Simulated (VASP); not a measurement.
# Si16HC16 (a cell with a defect) in VASP: notebook

Runs on Si16HC16 (a cell with a defect). Level: PBE. Tasks: single point.

Everything below comes from runs of VASP 6.6.1. Logs are shortened: lines on timing, memory, paths and dates and some standing lists are left out, and cuts for length are marked.

### Step 1. The cell of the first run

The cell holds a defect, 33 atoms: a = 7.586 Å, b = 7.586 Å, c = 7.586 Å, α = 109.47°, β = 109.47°, γ = 109.47°.

### Step 2. Single point, PBE

INCAR reads:

```
SYSTEM = Si16HC16
ALGO     = Normal         ! electronic algorithm
EDIFF    = 1E-6           ! SCF threshold, eV
ENCUT    = 520            ! plane-wave cutoff, eV
GGA      = PE             ! functional
GGA_COMPAT= .FALSE.      
ISIF     = 2              ! what is computed and relaxed
ISMEAR   = -1             ! smearing method
LASPH    = .TRUE.         ! aspherical terms in the spheres
LCHARG   = .FALSE.        ! write CHGCAR
LREAL    = Auto         
LWAVE    = .FALSE.        ! write WAVECAR
NBANDS   = 86             ! bands
NELECT   = 130.0        
NELM     = 120            ! most SCF steps
PREC     = Accurate       ! precision mode
SIGMA    = 0.01           ! smearing width, eV
```

KPOINTS reads:

```
k-points
0
G
  1 1 1
  0 0 0
```

POSCAR reads:

```
Si16HC16
1.0
   -4.3797050000      4.3797050000     -4.3797050000
    4.3797050000      4.3797050000      4.3797050000
    4.3797050000     -4.3797050000     -4.3797050000
Si C H
16 16 1
Direct
   -0.0039679613     -0.0031747572      0.7429751547
   -0.0045109203      0.2416840860      0.4976608014
   -0.0246759770      0.4978549925      0.2561616593
   -0.0033833329      0.7404888000     -0.0020776513
    0.2431182009     -0.0006062052      0.4985997915
    0.2471688162      0.2454427867      0.2484351115
    0.2543076531      0.4978732586     -0.0144303098
    0.2517215201      0.7541800190      0.7539023747
    0.4971103077     -0.0009641060      0.2440643833
    0.4948193999      0.2414276761     -0.0039180721
    0.4961886702      0.4979354774      0.7382984699
    0.4996954133      0.7504322780      0.5009589687
    0.7416788345     -0.0035258082     -0.0028315834
    0.7540837796      0.2554431177      0.7553846663
    0.7357356260      0.4979381031      0.4976246117
    0.7513125884      0.7544355156      0.2525805962
   -0.0061015525     -0.0056041446     -0.0048084289
   -0.0001473844      0.2485884323      0.7500383017
   -0.0073655646      0.4979175538      0.5044668534
   -0.0030125317      0.7481530149      0.2508699787
    0.2460922596     -0.0024650062      0.7472974778
    0.2446152195      0.2474115266      0.4958409299
    0.2533601007      0.4979893623      0.2512278795
    0.2492063963      0.7472598040     -0.0006187631
    0.4974301922      0.0014914247      0.4987245716
    0.4942337441      0.2467981291      0.2454546596
    0.5020542479      0.4979141289     -0.0060441285
    0.4951540115      0.7484792926      0.7464180807
    0.7464905741     -0.0016650665      0.2476977331
    0.7467615970      0.2476967056      0.0006121417
    0.7461843891      0.4979661872      0.7475940731
    0.7454176708      0.7490916626      0.4966142697
    0.1129074903      0.4989273250      0.1247896833
```

Potentials or basis: VASP PAW PBE potentials, release 64 (Si, C, H).

The run is started by

```
$ cat potpaw_PBE.64/Si/POTCAR potpaw_PBE.64/C/POTCAR potpaw_PBE.64/H/POTCAR > POTCAR
$ mpirun -np 1 vasp_gam > vasp.out
```

OUTCAR:

```text
SYSTEM = Si16HC16
   EDIFF = 1E-6
   ENCUT = 520
   GGA = PE
   ISIF = 2
   ISMEAR = -1
   LASPH = .TRUE.
   LREAL = Auto
   NELECT = 130.0
   NELM = 120
   PREC = Accurate

 ion  position               nearest neighbor table
   1  0.996  0.997  0.743-  18 1.88  32 1.88  21 1.88  17 1.92   2 3.04  16 3.04   5 3.04  12 3.07
                             8 3.09  10 3.09  15 3.09  14 3.10   7 3.10   6 3.13
   2  0.995  0.242  0.498-  29 1.88  22 1.88  18 1.89  19 1.93  16 3.02   7 3.02   5 3.03   1 3.04
                             9 3.09   3 3.09  14 3.09  13 3.10   6 3.10  11 3.10
   3  0.975  0.498  0.256-  33 1.67  19 1.84  30 1.87  20 1.87  23 2.12  15 2.98  10 2.98  16 2.98
                             2 3.09   8 3.09  14 3.11   4 3.11  13 3.11   5 3.11
   4  0.997  0.740  0.998-  31 1.88  24 1.90  20 1.90  17 1.94  14 3.00   8 3.09  16 3.10  15 3.10
                             9 3.10  11 3.10   7 3.10   5 3.10   3 3.11   6 3.13
   5  0.243  0.999  0.499-  21 1.88  20 1.88  22 1.88  25 1.92   2 3.03   1 3.04  16 3.05   6 3.07
                            10 3.08  11 3.09   8 3.10   4 3.10   3 3.11  12 3.13
   6  0.247  0.245  0.248-  22 1.88  26 1.88  23 1.89  17 1.92  15 3.03  11 3.03   5 3.07   9 3.07
                            10 3.10   2 3.10   4 3.13  12 3.13   1 3.13  13 3.13
   7  0.254  0.498  0.986-  33 1.74  27 1.86  18 1.87  24 1.87  23 2.02   2 3.02   8 3.02  11 3.03
                            10 3.08  16 3.08  14 3.10   4 3.10   1 3.10   9 3.11
   8  0.252  0.754  0.754-  21 1.88  28 1.88  24 1.89  19 1.93  10 3.02   7 3.02  13 3.03   9 3.04
                             1 3.09   3 3.09   4 3.09   5 3.10  12 3.10  11 3.10
   9  0.497  0.999  0.244-  24 1.88  26 1.88  29 1.88  25 1.92   8 3.04  10 3.04  13 3.04   6 3.07
[... 6 lines left out ...]
                            16 3.10   8 3.10   6 3.13  14 3.13   9 3.13   5 3.13
  13  0.742  0.996  0.997-  29 1.88  30 1.88  28 1.88  17 1.92   8 3.03   9 3.04  10 3.05  12 3.07
                            16 3.08  11 3.09   2 3.10  14 3.10   3 3.11   6 3.13
  14  0.754  0.255  0.755-  31 1.88  18 1.90  30 1.90  25 1.94   4 3.00   2 3.09  10 3.10  15 3.10
                            11 3.10   1 3.10   7 3.10  13 3.10   3 3.11  12 3.13
  15  0.736  0.498  0.498-  31 1.87  32 1.88  26 1.88  19 1.93  11 2.97   3 2.98  12 3.03   6 3.03
                             1 3.09   9 3.09  14 3.10   4 3.10  16 3.11  10 3.11
  16  0.751  0.754  0.253-  29 1.88  32 1.88  20 1.88  27 1.93   3 2.98   2 3.02   1 3.04   5 3.05
                             7 3.08  13 3.08   9 3.09  12 3.10   4 3.10  15 3.11
  17  0.994  0.994  0.995-   6 1.92  13 1.92   1 1.92   4 1.94
  18  1.000  0.249  0.750-   7 1.87   1 1.88   2 1.89  14 1.90
  19  0.993  0.498  0.504-   3 1.84  15 1.93   2 1.93   8 1.93
  20  0.997  0.748  0.251-   3 1.87  16 1.88   5 1.88   4 1.90
  21  0.246  0.998  0.747-  10 1.88   8 1.88   5 1.88   1 1.88
  22  0.245  0.247  0.496-   6 1.88   2 1.88  11 1.88   5 1.88
  23  0.253  0.498  0.251-  33 1.18  12 1.89   6 1.89   7 2.02   3 2.12
  24  0.249  0.747  0.999-   7 1.87   9 1.88   8 1.89   4 1.90
  25  0.497  0.001  0.499-  12 1.92   5 1.92   9 1.92  14 1.94
  26  0.494  0.247  0.245-   6 1.88  10 1.88   9 1.88  15 1.88
  27  0.502  0.498  0.994-   7 1.86  11 1.93  10 1.93  16 1.93
  28  0.495  0.748  0.746-  12 1.88   8 1.88  11 1.88  13 1.88
  29  0.746  0.998  0.248-  16 1.88   2 1.88  13 1.88   9 1.88
  30  0.747  0.248  0.001-   3 1.87  10 1.88  13 1.88  14 1.90
  31  0.746  0.498  0.748-  15 1.87  11 1.87  14 1.88   4 1.88
  32  0.745  0.749  0.497-  12 1.88  16 1.88   1 1.88  15 1.88
  33  0.113  0.499  0.125-  23 1.18   3 1.67   7 1.74

  LATTYP: Found a body centered cubic cell.
 ALAT       =     8.7594100000

  Lattice vectors:

 A1 = (  -4.3797050000,   4.3797050000,  -4.3797050000)
 A2 = (   4.3797050000,   4.3797050000,   4.3797050000)
 A3 = (   4.3797050000,  -4.3797050000,  -4.3797050000)

Analysis of symmetry for initial positions (statically):
=====================================================================
 Subroutine PRICEL returns:
 Original cell was already a primitive cell.

 Routine SETGRP: Setting up the symmetry group for a
 body centered cubic supercell.

 Subroutine GETGRP returns: Found  1 space group operations
 (whereof  1 operations were pure point group operations)
 out of a pool of 48 trial point group operations.

The static configuration has the point symmetry C_1 .

Analysis of symmetry for dynamics (positions and initial velocities):
=====================================================================
 Subroutine PRICEL returns:
 Original cell was already a primitive cell.

 Routine SETGRP: Setting up the symmetry group for a
 body centered cubic supercell.

 Subroutine GETGRP returns: Found  1 space group operations
 (whereof  1 operations were pure point group operations)
 out of a pool of 48 trial point group operations.

The dynamic configuration has the point symmetry C_1 .

 Subroutine INISYM returns: Found  1 space group operations
 (whereof  1 operations are pure point group operations),
 and found     1 'primitive' translations
[... 93 lines left out ...]

 Generating k-lattice:

  Cartesian coordinates                     Fractional coordinates (reciprocal lattice)
     0.000000000  0.114162940 -0.114162940     1.000000000  0.000000000  0.000000000
     0.114162940  0.114162940  0.000000000     0.000000000  1.000000000  0.000000000
     0.114162940  0.000000000 -0.114162940     0.000000000  0.000000000  1.000000000

  Length of vectors
     0.161450778  0.161450778  0.161450778

  Shift w.r.t. Gamma in fractional coordinates (k-lattice)
     0.000000000  0.000000000  0.000000000

 Subroutine IBZKPT returns following result:
 ===========================================

 Found      1 irreducible k-points:

 Following reciprocal coordinates:
            Coordinates               Weight
  0.000000  0.000000  0.000000      1.000000
   k-points           NKPTS =      1   k-points in BZ     NKDIM =      1   number of bands    NBANDS=     86
   number of dos      NEDOS =    301   number of ions     NIONS =     33
   total plane-waves  NPLWV = 175616
   dimension x,y,z NGX =    56 NGY =   56 NGZ =   56
   dimension x,y,z NGXF=   112 NGYF=  112 NGZF=  112
   ions per type =              16  16   1
   NGX,Y,Z   is equivalent  to a cutoff of  12.27, 12.27, 12.27 a.u.
   NGXF,Y,Z  is equivalent  to a cutoff of  24.55, 24.55, 24.55 a.u.
 SYSTEM =  Si16HC16
   PREC   = accura    normal or accurate (medium, high low for compatibility)
   ISTART =      0    job   : 0-new  1-cont  2-samecut
   ICHARG =      2    charge: 1-file 2-atom 10-const
   ISPIN  =      1    spin polarized calculation?
   LNONCOLLINEAR =      F non collinear calculations
   LSORBIT =      F    spin-orbit coupling
   LASPH  =      T    aspherical Exc in radial PAW
   ENCUT  =  520.0 eV  38.22 Ry    6.18 a.u.  14.10 14.10 14.10*2*pi/ulx,y,z
   NELM   =    120;   NELMIN=  2; NELMDL= -5     # of ELM steps
   EDIFF  = 0.1E-05   stopping-criterion for ELM
   LREAL  =      T    real-space projection
   EDIFFG = 0.1E-04   stopping-criterion for IOM
   NSW    =      0    number of steps for IOM
   IBRION =     -1    ionic relax: 0-MD 1-quasi-New 2-CG
   NFREE  =      0    steps in history (QN), initial steepest desc. (CG)
   ISIF   =      2    stress and relaxation
   ISYM   =      2    0-nonsym 1-usesym 2-fastsym
   POTIM  = 0.5000    time-step for ionic-motion
   TEBEG  =    0.0;   TEEND  =   0.0 temperature during run
   PSTRESS=    0.0 pullay stress
   NELECT =     130.0000    total number of electrons
   NUPDOWN=      -1.0000    fix difference up-down
   EMIN   =  10.00;   EMAX   =-10.00  energy-range for DOS
   EFERMI =   0.00;   METHOD = LEGACY
   ISMEAR =    -1;   SIGMA  =   0.01  broadening in eV -4-tet -1-fermi 0-gaus
   EFERMI_NEDOS =   21; number of points for ismear=-14 and -15
   IALGO  =     38    algorithm
   IMIX   =      4    mixing-type and parameters
     AMIX     =   0.40;   BMIX     =  1.00
     AMIX_MAG =   1.60;   BMIX_MAG =  1.00
  volume/ion in A,a.u.               =      10.18        68.72
  Fermi-wavevector in a.u.,A,eV,Ry     =   1.192864  2.254187 19.360078  1.422926
  Thomas-Fermi vector in A             =   2.328892
   LORBIT       =      0    0 simple, 1 ext, 2 COOP (PROOUT), +10 PAW based schemes
   GGA     = PE    functional components
   LHFCALC =     F    Hartree Fock is set to
   AEXX    =    0.0000 exact exchange contribution
   IVDW    =     0    specifies the selected vdW correction
   LEPSILON=     F    determine dielectric tensor
   LRPA    =     F    only Hartree local field effects (RPA)
 non-spin polarized calculation
  energy-cutoff  :      520.00
  volume of cell :      336.04
 maximum number of plane-waves:      4475
   NGX = 29   NGY = 29   NGZ = 29

 number of electron     129.9999999 magnetization

 Free energy of the ion-electron system (eV)
  ---------------------------------------------------
  ext. energy  EPLUGINS =         0.00000000
  ---------------------------------------------------
  free energy    TOTEN  =      -229.43844313 eV

  energy without entropy =     -229.43844307  energy(sigma->0) =     -229.43844310

 E-fermi :   9.0076     XC(G=0): -11.3550

 val. band max:        8.8436125966   @ k =   0.0000   0.0000   0.0000
 cond. band min:       9.1715047285   @ k =   0.0000   0.0000   0.0000
 fundamental gap:      0.3278921319
 Fermi energy:         9.0075603671

 k-point     1 :       0.0000    0.0000    0.0000
  band No.  band energies     occupation
      1      -7.5215      2.00000
      2      -5.6410      2.00000
      3      -4.5908      2.00000
      4      -4.4735      2.00000
      5      -4.4689      2.00000
      6      -4.4056      2.00000
[... 69 lines left out ...]
     76      13.3722      0.00000
     77      13.3731      0.00000
 [bands above 77 left out]

------------------------ aborting loop because EDIFF is reached ----------------------------------------

  FORCE on cell =-STRESS in cart. coord.  units (eV):
  Direction    XX          YY          ZZ          XY          YZ          ZX
  --------------------------------------------------------------------------------------
  -------------------------------------------------------------------------------------
  Total       17.3669931     17.3765048     13.8948250     -3.2551145     -0.2886977      0.2881151
  in kB       82.8019653     82.8473151     66.2474393    -15.5196630     -1.3764463      1.3736686
  external PRESSURE =      77.2989066 kB  Pullay stress =       0.0000000 kB

 VOLUME and BASIS-vectors are now :
 -----------------------------------------------------------------------------
  energy-cutoff  :      520.00
  volume of cell :      336.04
      direct lattice vectors                 reciprocal lattice vectors
    -4.379705000  4.379705000 -4.379705000     0.000000000  0.114162940 -0.114162940
     4.379705000  4.379705000  4.379705000     0.114162940  0.114162940  0.000000000
     4.379705000 -4.379705000 -4.379705000     0.114162940  0.000000000 -0.114162940

 POSITION                                       TOTAL-FORCE (eV/Angst)
 -----------------------------------------------------------------------------------
      3.25749      5.47412     -3.25054        -0.014240     -0.001642     -0.012689
     -1.12184      3.23885     -5.48105        -0.011946     -0.035633     -0.019840
     -0.96926      5.33018     -3.21309        -0.196882      0.197376     -0.192117
      3.24884      3.23740     -5.49237        -0.011962     -0.041412     -0.032389
      5.49598      3.25812      1.12854         0.025678     -0.026527     -0.016536
      1.08051      1.06942     -1.09563         0.044752      0.005473      0.005475
[... 25 lines left out ...]
      2.19112      4.37049     -2.15893         0.006852     -0.024150     -0.003904
      2.23720      2.13311      1.14411        -0.216869      0.209186      0.743254
 -----------------------------------------------------------------------------------
    total drift:                                0.007190      0.080122     -0.092574

  FREE ENERGIE OF THE ION-ELECTRON SYSTEM (eV)
  ---------------------------------------------------
  free  energy   TOTEN  =      -229.4384431251 eV

  energy  without entropy=     -229.4384430723  energy(sigma->0) =     -229.43844310
```

Run time: 68 s. Hardware: 1 thread of Intel Xeon Platinum 8375C at 2.90GHz (Ice Lake), shared host; peak memory 0.38 GiB.

What came out:

```yaml
Free_energy: -229.4384 eV
Largest_force: 0.802 eV/Å
```

Forces in eV/Å, atoms in the order of the input:
```
Si  -0.014 -0.002 -0.013
Si  -0.012 -0.036 -0.020
Si  -0.197  0.197 -0.192
Si  -0.012 -0.041 -0.032
Si   0.026 -0.027 -0.017
Si   0.045  0.005  0.005
Si   0.041 -0.042 -0.016
Si   0.028  0.010 -0.021
Si  -0.002  0.015 -0.017
Si  -0.011 -0.020 -0.026
Si  -0.002  0.003 -0.026
Si  -0.005 -0.047  0.001
Si   0.023 -0.026 -0.013
Si   0.035  0.007 -0.031
Si   0.022 -0.020 -0.003
Si   0.016  0.006 -0.027
C    0.010 -0.005 -0.024
C   -0.015 -0.021 -0.028
C    0.001  0.001 -0.013
C   -0.004 -0.020 -0.039
C    0.012 -0.001 -0.030
C    0.017 -0.013 -0.026
C    0.098 -0.084  0.041
C    0.012  0.010 -0.017
C    0.004 -0.006 -0.025
C    0.028 -0.001 -0.007
C    0.019 -0.018 -0.024
C    0.013 -0.013 -0.023
C    0.008 -0.006 -0.030
C    0.021  0.007 -0.038
C    0.005  0.002 -0.009
C    0.007 -0.024 -0.004
H   -0.217  0.209  0.743
```

Caveat: the k points lie up to 1.01 Å⁻¹ apart; the cell carries a net charge on a neutralising background, which shifts energy and pressure; the cell is charged against a uniform background, so pressure and absolute levels hang on convention.

### Step 3. Single point, PBE

INCAR reads:

```
SYSTEM = Si16HC16
ALGO = Normal
EDIFF = 1E-6
ENCUT = 520
GGA = PE
GGA_COMPAT = .FALSE.
ISIF = 2
ISMEAR = -1
LASPH = .TRUE.
LCHARG = .FALSE.
LREAL = Auto
LWAVE = .FALSE.
NBANDS = 86
NELECT = 130.0
NELM = 120
PREC = Accurate
SIGMA = 0.01
```

KPOINTS is that of step 2.

POSCAR reads:

```
Si16HC16
1.0
   -4.3797050000      4.3797050000     -4.3797050000
    4.3797050000      4.3797050000      4.3797050000
    4.3797050000     -4.3797050000     -4.3797050000
Si C H
16 16 1
Direct
   -0.0069611994     -0.0052308318      0.7456398319
   -0.0006973072      0.2516306464      0.4937391902
   -0.0269552401      0.5064496353      0.2475591393
   -0.0019841519      0.7503210833     -0.0058494807
    0.2514304046      0.0037867847      0.5009947017
    0.2546596175      0.2278318974      0.2475743229
    0.2445662436      0.4970258271     -0.0096174286
    0.2443914602      0.7476647400      0.7496531159
    0.4947515872     -0.0088188588      0.2475369916
    0.4977806724      0.2504577363     -0.0056712724
    0.4949706658      0.4966869915      0.7494438552
    0.5016724871      0.7540801264      0.5046339879
    0.7530644187      0.0054110950      0.0012868447
    0.7423020500      0.2455426792      0.7454816021
    0.7510303776      0.5037307307      0.5008005105
    0.7387723602      0.7468653711      0.2475748937
   -0.0003124640      0.0002428246     -0.0029995171
   -0.0069248956      0.2456259040      0.7430518722
   -0.0016175747      0.5028077234      0.4983821970
   -0.0060113638      0.7552789514      0.2475817435
    0.2456348087     -0.0018856293      0.7476143941
    0.2502248439      0.2508229436      0.4980914240
    0.2469182285      0.4972109994      0.2473542168
    0.2455084304      0.7470071614     -0.0023495875
    0.4953872464     -0.0031553495      0.4974267673
    0.5032662017      0.2458925887      0.2475718113
    0.4945298827      0.4980123090     -0.0024654629
    0.4975620504      0.7501060003      0.7520189145
    0.7467899094     -0.0011352363      0.2475186114
    0.7475454397      0.2519830674     -0.0032867510
    0.7456237349      0.4980612849      0.7475363067
    0.7445026549      0.7480070005      0.4975510908
    0.1123339357      0.3669214022      0.2464200214
```

Potentials or basis: VASP PAW PBE potentials, release 64 (Si, C, H).

The run is started by

```
$ cat potpaw_PBE.64/Si/POTCAR potpaw_PBE.64/C/POTCAR potpaw_PBE.64/H/POTCAR > POTCAR
$ mpirun -np 1 vasp_gam > vasp.out
```

It took 61 s on 1 thread of Intel Xeon Platinum 8375C at 2.90GHz (Ice Lake), shared host; peak memory 0.39 GiB.

It converged, with:

```
Free energy   : -229.4198 eV
Largest force : 0.074 eV/Å
```

Forces on the atoms (eV/Å):
```
Si   0.015 -0.006  0.007
Si   0.017  0.011 -0.008
Si   0.021 -0.019  0.020
Si   0.023  0.009 -0.010
Si  -0.019  0.002  0.023
Si  -0.027 -0.039 -0.025
Si  -0.012 -0.001  0.004
Si  -0.021 -0.015  0.003
Si   0.019 -0.011  0.019
Si   0.005  0.012 -0.012
Si   0.008 -0.005  0.015
Si   0.006 -0.005 -0.002
Si  -0.012  0.008  0.015
Si  -0.006 -0.016 -0.010
Si  -0.021  0.003  0.003
Si  -0.021  0.000 -0.012
C    0.002 -0.004  0.000
C    0.001  0.001 -0.006
C    0.008 -0.005 -0.022
C    0.018  0.007  0.011
C    0.000 -0.003 -0.003
C    0.008  0.001 -0.006
C    0.015  0.073  0.002
C    0.000  0.014 -0.009
C   -0.004  0.012 -0.001
C    0.010  0.002  0.004
C    0.007  0.013 -0.005
C   -0.013  0.003  0.006
C   -0.001 -0.004 -0.008
C   -0.014 -0.008  0.008
C   -0.003 -0.005  0.003
C   -0.002  0.011  0.002
H   -0.006 -0.038 -0.007
```

Levels at points of the mesh, in eV from the Fermi level:
```tsv
k point	band 63	band 64	band 65	band 66	band 67	band 68
(0.00, 0.00, 0.00)	-1.00	-0.96	-0.09	0.09	0.53	3.08
```

Caveat: the k points lie up to 1.01 Å⁻¹ apart; the cell carries a net charge on a neutralising background, which shifts energy and pressure; the cell is charged against a uniform background, so pressure and absolute levels hang on convention.
